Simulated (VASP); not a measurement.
Here is a VASP 6.6.1 calculation.

The input INCAR:

```
SYSTEM = InSe
AGGAC = 1.0
AGGAX = 1.0
ALDAC = 0.0
ALDAX = 1.0
ALGO = Normal
EDIFF = 1E-6
ENCUT = 520
GGA = B5
ISIF = 2
ISMEAR = -1
LASPH = .True.
LCHARG = .False.
LREAL = .False.
LWAVE = .False.
NBANDS = 27
NELM = 80
PREC = Accurate
SIGMA = 0.05
```

KPOINTS

```
k-points
0
Gamma
  8 8 8
  0 0 0
```

POSCAR

```
InSe
1.0
    2.1061963271      1.2160130164     11.0022957224
   -2.1061963271      1.2160130164     11.0022957224
    0.0000000000     -2.4320260328     11.0022957224
In Se
2 2
Direct
    0.9007189878      0.9007189878      0.9007189878
   -0.0120515306     -0.0120515306     -0.0120515306
    0.1962954093      0.1962954093      0.1962954093
    0.3590371336      0.3590371336      0.3590371336
```

Potentials or basis: VASP PAW PBE potentials, release 64 (In_d, Se).

Command:

```console
$ cat potpaw_PBE.64/In_d/POTCAR potpaw_PBE.64/Se/POTCAR > POTCAR
$ mpirun -np 1 vasp_std > vasp.out
```

(1) What does it give for the band gap on the k mesh?

(2) What does it give for the pressure?

(3) Predict the largest force.

Answers

(1) 0.81 eV (least direct gap 0.87 eV).

(2) 0.1 GPa.

(3) 0.019 eV/Å.

Caveat: the PAW data sets were made with another functional, which shifts forces and pressure a little; spin-orbit coupling is left out, which moves the levels of the heavy elements.
